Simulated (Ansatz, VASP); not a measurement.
## TiO2: VASP beside Ansatz

POSCAR

```
TiO2
1.0
    4.5973635523      0.0000000000      0.0000000000
    0.0000000000      4.5973635523      0.0000000000
    0.0000000000      0.0000000000      2.9928841877
Ti O
2 4
Direct
    0.0000000000      0.0000000000      0.0111677766
    0.5000000000      0.5000000000      0.5111677766
    0.3051400959      0.3051400959     -0.0167062929
    0.1948599041      0.8051400959      0.4832937071
    0.6948599041      0.6948599041     -0.0167062929
    0.8051400959      0.1948599041      0.4832937071
```

File INCAR.step1:

```
SYSTEM = TiO2
ALGO     = Normal         ! electronic algorithm
EDIFF    = 1E-4           ! SCF threshold, eV
ENCUT    = 520            ! plane-wave cutoff, eV
GGA      = PE             ! functional
ISMEAR   = 0              ! smearing method
LASPH    = .TRUE.         ! aspherical terms in the spheres
LCHARG   = .FALSE.        ! write CHGCAR
LDAU     = .TRUE.         ! DFT+U
LDAUJ    = 0 0          
LDAUL    = 2 -1           ! shell
LDAUTYPE = 2            
LDAUU    = 4 0            ! U, eV
LMAXMIX  = 4              ! l up to which the mixer works
LREAL    = .FALSE.        ! projectors in reciprocal space
LWAVE    = .TRUE.         ! write WAVECAR
NBANDS   = 33             ! bands
NELM     = 150            ! most SCF steps
PREC     = Accurate       ! precision mode
SIGMA    = 0.05           ! smearing width, eV
```

Contents of INCAR.step2:

```
SYSTEM = TiO2
ALGO     = Normal         ! electronic algorithm
EDIFF    = 1E-7           ! SCF threshold, eV
ENCUT    = 520            ! plane-wave cutoff, eV
ISIF     = 2              ! what is computed and relaxed
ISMEAR   = 0              ! smearing method
ISTART   = 1            
LASPH    = .TRUE.         ! aspherical terms in the spheres
LCHARG   = .TRUE.         ! write CHGCAR
LDAU     = .TRUE.         ! DFT+U
LDAUJ    = 0 0          
LDAUL    = 2 -1           ! shell
LDAUPRINT= 1            
LDAUTYPE = 2            
LDAUU    = 4 0            ! U, eV
LELF     = .TRUE.         ! ELF
LMAXMIX  = 4              ! l up to which the mixer works
LMIXTAU  = .TRUE.       
LREAL    = .FALSE.        ! projectors in reciprocal space
LVHAR    = .TRUE.       
LWAVE    = .FALSE.        ! write WAVECAR
METAGGA  = R2SCAN         ! meta-GGA
NBANDS   = 33             ! bands
NELM     = 150            ! most SCF steps
PREC     = Accurate       ! precision mode
SIGMA    = 0.05           ! smearing width, eV
```

File KPOINTS:

```
k-points
0
G
  6 6 8
  0 0 0
```

Input for Ansatz:

```yaml
crystal:
  lattice:
    - [4.5973635523, 0.0, 0.0]
    - [0.0, 4.5973635523, 0.0]
    - [0.0, 0.0, 2.9928841877]
  atoms:
    - { symbol: Ti, position: [0.0, 0.0, 0.0111677766] }
    - { symbol: Ti, position: [0.5, 0.5, 0.5111677766] }
    - { symbol: O, position: [0.3051400959, 0.3051400959, -0.0167062929] }
    - { symbol: O, position: [0.1948599041, 0.8051400959, 0.4832937071] }
    - { symbol: O, position: [0.6948599041, 0.6948599041, -0.0167062929] }
    - { symbol: O, position: [0.8051400959, 0.1948599041, 0.4832937071] }
basis:
  ecutwfc: 500
kpoints:
  mp_grid: { grid: [6, 6, 8] }
hamiltonian:
  xc: r2scan
  hubbard: { sites: [{ species: Ti, l: d, u_eff: 4.0 }] }
scf:
  occupations: { method: gaussian, width: 0.05 }
output:
  forces: true
  stress: true
  eigenvalues: true
```

Change from the starting cell: mode 8 (254.5 1/cm) frozen in, largest displacement +0.050 Å.

Alike in both runs: task single point; functional r2SCAN; k mesh 6 × 6 × 8; occupations gaussian, width 0.05 eV; no spin polarisation; Hubbard terms Ti d U = 4.0 eV.

|  | VASP | Ansatz |
| --- | --- | --- |
| version | VASP 6.6.1 | Ansatz 0.2.0 |
| potentials or method | VASP PAW PBE potentials, release 64 (Ti_sv, O), cutoff 520 eV | scalar-relativistic, plane waves, PAW |
| valence electrons in the cell | 48 | 48 |

VASP gave:

| Property | Result |
| --- | --- |
| gap on the k mesh at the Fermi level (eV) | 2.93 |
| least direct gap on the mesh (eV) | 2.94 |
| pressure (GPa) | 6.0 |
| traceless stress, the component that is largest in VASP (GPa) | 1.10 |
| rms of the force components (eV/Å) | 0.334 |

Question: What did Ansatz give for the same quantities?

Answer: gap on the k mesh at the Fermi level (eV): 2.84; least direct gap on the mesh (eV): 2.89; pressure (GPa): 1.0; traceless stress, the component that is largest in VASP (GPa): 0.35; rms of the force components (eV/Å): 0.176.

VASP's potentials were made for PBE, not for r2SCAN. The programs project onto different local orbitals, so the same U acts differently, and such runs can settle in different states. Atom by atom the forces differ by 0.161 eV/Å (rms over components).
